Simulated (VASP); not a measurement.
# Ta (Im-3m) in VASP: a series of runs, part 2 of 2

VASP 6.6.1.

## (5) Single point, PBE (strain +0.030 along x and y, +0.030 along z)

Input file INCAR:

```
ALGO = Normal
EDIFF = 1E-7
ENCUT = 520
GGA = PE
ISIF = 2
ISMEAR = 0
LASPH = T
LCHARG = T
LELF = T
LREAL = F
LVHAR = T
LWAVE = F
NBANDS = 12
NELM = 100
PREC = Accurate
SIGMA = 0.15
```

Input file KPOINTS:

```
k-points
0
Gamma
  20 20 20
```

Input file POSCAR:

```
Ta
1.0
   -1.7008184000      1.7008184000      1.7008184000
    1.7008184000     -1.7008184000      1.7008184000
    1.7008184000      1.7008184000     -1.7008184000
Ta
1
Direct
    0.0000000000      0.0000000000      0.0000000000
```

Potentials or basis: VASP PAW PBE potentials, release 64 (Ta_pv).

On the command line:

```bash
$ cat potpaw_PBE.64/Ta_pv/POTCAR > POTCAR
$ mpirun -np 1 vasp_std > vasp.out
```

OUTCAR:

```text
EDIFF = 1E-7
   ENCUT = 520
   GGA = PE
   ISIF = 2
   ISMEAR = 0
   LASPH = T
   LREAL = F
   NELM = 100
   PREC = Accurate

 ion  position               nearest neighbor table
   1  0.000  0.000  0.000-

  LATTYP: Found a body centered cubic cell.
 ALAT       =     3.4016368000

  Lattice vectors:

 A1 = (  -1.7008184000,   1.7008184000,   1.7008184000)
 A2 = (   1.7008184000,  -1.7008184000,   1.7008184000)
 A3 = (   1.7008184000,   1.7008184000,  -1.7008184000)

Analysis of symmetry for initial positions (statically):
=====================================================================
 Subroutine PRICEL returns:
 Original cell was already a primitive cell.

 Routine SETGRP: Setting up the symmetry group for a
 body centered cubic supercell.

 Subroutine GETGRP returns: Found 48 space group operations
 (whereof 48 operations were pure point group operations)
 out of a pool of 48 trial point group operations.

The static configuration has the point symmetry O_h .

Analysis of symmetry for dynamics (positions and initial velocities):
=====================================================================
 Subroutine PRICEL returns:
 Original cell was already a primitive cell.

 Routine SETGRP: Setting up the symmetry group for a
 body centered cubic supercell.

 Subroutine GETGRP returns: Found 48 space group operations
 (whereof 48 operations were pure point group operations)
 out of a pool of 48 trial point group operations.

The dynamic configuration has the point symmetry O_h .

 Subroutine INISYM returns: Found 48 space group operations
 (whereof 48 operations are pure point group operations),
 and found     1 'primitive' translations

----------------------------------------------------------------------------------------

                                     Primitive cell

  volume of cell :      19.6804

  direct lattice vectors                    reciprocal lattice vectors
    -1.700818400  1.700818400  1.700818400     0.000000000  0.293976123  0.293976123
     1.700818400 -1.700818400  1.700818400     0.293976123  0.000000000  0.293976123
     1.700818400  1.700818400 -1.700818400     0.293976123  0.293976123  0.000000000

  length of vectors
     2.945903883  2.945903883  2.945903883     0.415745021  0.415745021  0.415745021

  position of ions in fractional coordinates (direct lattice)
     0.000000000  0.000000000  0.000000000

  ion indices of the primitive-cell ions
   primitive index   ion index
                 1           1

----------------------------------------------------------------------------------------

 KPOINTS: k-points

Automatic generation of k-mesh.
 Grid dimensions read from file:
 generate k-points for:   20   20   20

 Generating k-lattice:

  Cartesian coordinates                     Fractional coordinates (reciprocal lattice)
     0.000000000  0.014698806  0.014698806     0.050000000  0.000000000  0.000000000
     0.014698806  0.000000000  0.014698806     0.000000000  0.050000000  0.000000000
     0.014698806  0.014698806  0.000000000     0.000000000  0.000000000  0.050000000

  Length of vectors
     0.020787251  0.020787251  0.020787251

  Shift w.r.t. Gamma in fractional coordinates (k-lattice)
     0.000000000  0.000000000  0.000000000

 Subroutine IBZKPT returns following result:
 ===========================================

 Found    256 irreducible k-points:

 Following reciprocal coordinates:
            Coordinates               Weight
  0.000000  0.000000  0.000000      1.000000
  0.050000  0.000000  0.000000     12.000000
  0.100000  0.000000  0.000000     12.000000
  0.150000  0.000000  0.000000     12.000000
  0.200000  0.000000  0.000000     12.000000
  0.250000  0.000000  0.000000     12.000000
[... 16 lines left out ...]
  0.200000  0.100000  0.000000     48.000000
  0.250000  0.100000  0.000000     48.000000
 [... further k-points ...]
   k-points           NKPTS =    256   k-points in BZ     NKDIM =    256   number of bands    NBANDS=     12
   number of dos      NEDOS =    301   number of ions     NIONS =      1
   total plane-waves  NPLWV =  13824
   dimension x,y,z NGX =    24 NGY =   24 NGZ =   24
   dimension x,y,z NGXF=    48 NGYF=   48 NGZF=   48
   ions per type =               1
   NGX,Y,Z   is equivalent  to a cutoff of  13.54, 13.54, 13.54 a.u.
   NGXF,Y,Z  is equivalent  to a cutoff of  27.09, 27.09, 27.09 a.u.
 SYSTEM =  unknown system
   PREC   = accura    normal or accurate (medium, high low for compatibility)
   ISTART =      0    job   : 0-new  1-cont  2-samecut
   ICHARG =      2    charge: 1-file 2-atom 10-const
   ISPIN  =      1    spin polarized calculation?
   LNONCOLLINEAR =      F non collinear calculations
   LSORBIT =      F    spin-orbit coupling
   LASPH  =      T    aspherical Exc in radial PAW
   ENCUT  =  520.0 eV  38.22 Ry    6.18 a.u.   5.48  5.48  5.48*2*pi/ulx,y,z
   NELM   =    100;   NELMIN=  2; NELMDL= -5     # of ELM steps
   EDIFF  = 0.1E-06   stopping-criterion for ELM
   LREAL  =      F    real-space projection
   EDIFFG = 0.1E-05   stopping-criterion for IOM
   NSW    =      0    number of steps for IOM
   IBRION =     -1    ionic relax: 0-MD 1-quasi-New 2-CG
   NFREE  =      0    steps in history (QN), initial steepest desc. (CG)
   ISIF   =      2    stress and relaxation
   ISYM   =      2    0-nonsym 1-usesym 2-fastsym
   POTIM  = 0.5000    time-step for ionic-motion
   TEBEG  =    0.0;   TEEND  =   0.0 temperature during run
   PSTRESS=    0.0 pullay stress
   NELECT =      11.0000    total number of electrons
   NUPDOWN=      -1.0000    fix difference up-down
   EMIN   =  10.00;   EMAX   =-10.00  energy-range for DOS
   EFERMI =   0.00;   METHOD = LEGACY
   ISMEAR =     0;   SIGMA  =   0.15  broadening in eV -4-tet -1-fermi 0-gaus
   EFERMI_NEDOS =   21; number of points for ismear=-14 and -15
   IALGO  =     38    algorithm
   IMIX   =      4    mixing-type and parameters
     AMIX     =   0.40;   BMIX     =  1.00
     AMIX_MAG =   1.60;   BMIX_MAG =  1.00
  volume/ion in A,a.u.               =      19.68       132.81
  Fermi-wavevector in a.u.,A,eV,Ry     =   1.348532  2.548355 24.742703  1.818537
  Thomas-Fermi vector in A             =   2.476193
   LORBIT       =      0    0 simple, 1 ext, 2 COOP (PROOUT), +10 PAW based schemes
   GGA     = PE    functional components
   LHFCALC =     F    Hartree Fock is set to
   AEXX    =    0.0000 exact exchange contribution
   IVDW    =     0    specifies the selected vdW correction
   LEPSILON=     F    determine dielectric tensor
   LRPA    =     F    only Hartree local field effects (RPA)
 non-spin polarized calculation
 Gauss-broadening in eV      SIGMA  =   0.15
  energy-cutoff  :      520.00
  volume of cell :       19.68
 maximum number of plane-waves:       555
 NGX is ok and might be reduce to    24
   NGX = 11   NGY = 11   NGZ = 11

 number of electron      11.0000001 magnetization

 Free energy of the ion-electron system (eV)
  ---------------------------------------------------
  ext. energy  EPLUGINS =         0.00000000
  ---------------------------------------------------
  free energy    TOTEN  =       -11.76399356 eV

  energy without entropy =      -11.74792500  energy(sigma->0) =      -11.75595928

 E-fermi :   4.7957     XC(G=0): -12.1723

 val. band max:        4.7840981328   @ k =  -0.2500   0.3000   0.1000
 cond. band min:       4.7971674227   @ k =  -0.1500   0.2500   0.0500
 fundamental gap:      0.0130692899
 Fermi energy:         4.7957236860

 k-point     1 :       0.0000    0.0000    0.0000
  band No.  band energies     occupation
      1     -28.6329      2.00000
      2     -28.6329      2.00000
      3     -28.6329      2.00000
      4      -2.7768      2.00000
      5       5.5123      0.00000
      6       5.5123      0.00000
      7       5.5123      0.00000
      8       8.4801      0.00000
      9       8.4801      0.00000
     10      19.1754      0.00000
     11      19.3866      0.00000
     12      19.3866      0.00000
[... 331 lines left out ...]
 k-point    24 :       0.2500    0.1000    0.0000
  band No.  band energies     occupation
      1     -29.2259      2.00000
      2     -28.8307      2.00000
      3     -28.6655      2.00000
      4       0.2321      2.00000
      5       4.0666      2.00000
      6       4.4181      1.99963
      7       7.8373      0.00000
      8       8.9972      0.00000
      9       9.1508      0.00000
     10      18.1918      0.00000
     11      19.1677      0.00000
     12      19.4428      0.00000

 [... further k-points ...]

------------------------ aborting loop because EDIFF is reached ----------------------------------------

  FORCE on cell =-STRESS in cart. coord.  units (eV):
  Direction    XX          YY          ZZ          XY          YZ          ZX
  --------------------------------------------------------------------------------------
  -------------------------------------------------------------------------------------
  Total       -1.5289032     -1.5289032     -1.5289032     -0.0000000      0.0000000     -0.0000000
  in kB     -124.4677201   -124.4677201   -124.4677201     -0.0000000      0.0000000     -0.0000000
  external PRESSURE =    -124.4677201 kB  Pullay stress =       0.0000000 kB

 VOLUME and BASIS-vectors are now :
 -----------------------------------------------------------------------------
  energy-cutoff  :      520.00
  volume of cell :       19.68
      direct lattice vectors                 reciprocal lattice vectors
    -1.700818400  1.700818400  1.700818400     0.000000000  0.293976123  0.293976123
     1.700818400 -1.700818400  1.700818400     0.293976123  0.000000000  0.293976123
     1.700818400  1.700818400 -1.700818400     0.293976123  0.293976123  0.000000000

 POSITION                                       TOTAL-FORCE (eV/Angst)
 -----------------------------------------------------------------------------------
      0.00000      0.00000      0.00000         0.000000      0.000000      0.000000
 -----------------------------------------------------------------------------------
    total drift:                                0.000000      0.000000      0.000000

  FREE ENERGIE OF THE ION-ELECTRON SYSTEM (eV)
  ---------------------------------------------------
  free  energy   TOTEN  =       -11.7639935633 eV

  energy  without entropy=      -11.7479250043  energy(sigma->0) =      -11.75595928
```

OSZICAR:

```text
N       E                     dE             d eps       ncg     rms          rms(c)
DAV:   1     0.614735593977E+02    0.61474E+02   -0.61413E+03  6152   0.867E+02
DAV:   2    -0.112377813583E+02   -0.72711E+02   -0.70950E+02  6932   0.242E+02
DAV:   3    -0.122969395276E+02   -0.10592E+01   -0.10487E+01  7428   0.277E+01
DAV:   4    -0.123001901842E+02   -0.32507E-02   -0.32502E-02  6844   0.169E+00
DAV:   5    -0.123002036777E+02   -0.13494E-04   -0.13493E-04  7432   0.104E-01    0.115E+01
DAV:   6    -0.118797677101E+02    0.42044E+00   -0.34798E-01  7180   0.632E+00    0.533E+00
DAV:   7    -0.117645818672E+02    0.11519E+00   -0.28620E-01  7216   0.524E+00    0.380E-01
DAV:   8    -0.117640287176E+02    0.55315E-03   -0.98197E-03  6956   0.760E-01    0.144E-01
DAV:   9    -0.117640010694E+02    0.27648E-04   -0.18527E-04  7184   0.139E-01    0.254E-02
DAV:  10    -0.117639933712E+02    0.76983E-05   -0.44552E-06  6880   0.219E-02    0.291E-03
DAV:  11    -0.117639936974E+02   -0.32623E-06   -0.28129E-07  7068   0.576E-03    0.610E-04
DAV:  12    -0.117639935527E+02    0.14466E-06   -0.49181E-09  4044   0.846E-04    0.559E-05
DAV:  13    -0.117639935633E+02   -0.10593E-07   -0.29922E-10  3532   0.206E-04
   1 F= -.11763994E+02 E0= -.11755959E+02  d E =-.160686E-01
```

stdout:

```text
POSCAR found type information on POSCAR Ta
 POSCAR found :  1 types and       1 ions
 scaLAPACK will be used
 LDA part: xc-table for (Slater+PW92), standard interpolation
 POSCAR, INCAR and KPOINTS ok, starting setup
 FFT: planning ... GRIDC
 FFT: planning ... GRID_SOFT
 FFT: planning ... GRID
 WAVECAR not read
 entering main loop
```

Wall time 17 s (1 thread of Intel Xeon 6975P-C (Granite Rapids), shared host); peak memory 0.18 GiB.

Results:

```
Free energy            : -11.7640 eV
Pressure               : -12.4 GPa
Band gap on the k mesh : zero (an odd number of electrons rules out a gap without spin polarisation)
```

Levels at points of the mesh, in eV from the Fermi level:
```csv
k point,band 3,band 4,band 5,band 6,band 7,band 8,band 9,band 10
"(0.00, 0.00, 0.00)",-33.43,-7.57,0.72,0.72,0.72,3.68,3.68,14.38
"(0.50, 0.00, 0.00)",-33.43,-4.01,-1.31,1.23,3.52,4.44,6.95,10.35
"(0.50, 0.50, 0.50)",-34.04,-3.31,-3.31,6.13,6.13,6.13,7.89,7.89
```

Caveat: the cell differs from its parent crystal (strain +0.030 along x and y, +0.030 along z); the cell stands under tension; spin-orbit coupling is left out, which moves the levels of the heavy elements.

## (6) The runs side by side

| cell | gap on the mesh (eV) | pressure (GPa) |
| --- | --- | --- |
| a = 2.774 Å, angles 109.5°, 1 atom | none | 25.9 |
| a = 2.817 Å, angles 109.5°, 1 atom | none | 13.6 |
| a = 2.903 Å, angles 109.5°, 1 atom | none | -5.4 |
| a = 2.946 Å, angles 109.5°, 1 atom | none | -12.4 |

Alike in all rows: task single point; level PBE; potentials or basis VASP PAW PBE potentials, release 64 (Ta_pv); no spin polarisation; k mesh 20 × 20 × 20; cutoff (eV) 520; smearing gaussian 0.15 eV.

Caveats: spin-orbit coupling is left out, which moves the levels of the heavy elements; the cell stands under pressure (at least some runs); the cell stands under tension (at least some runs).

Total energies depend on the potentials used, so only differences within one code and one set of settings carry meaning.
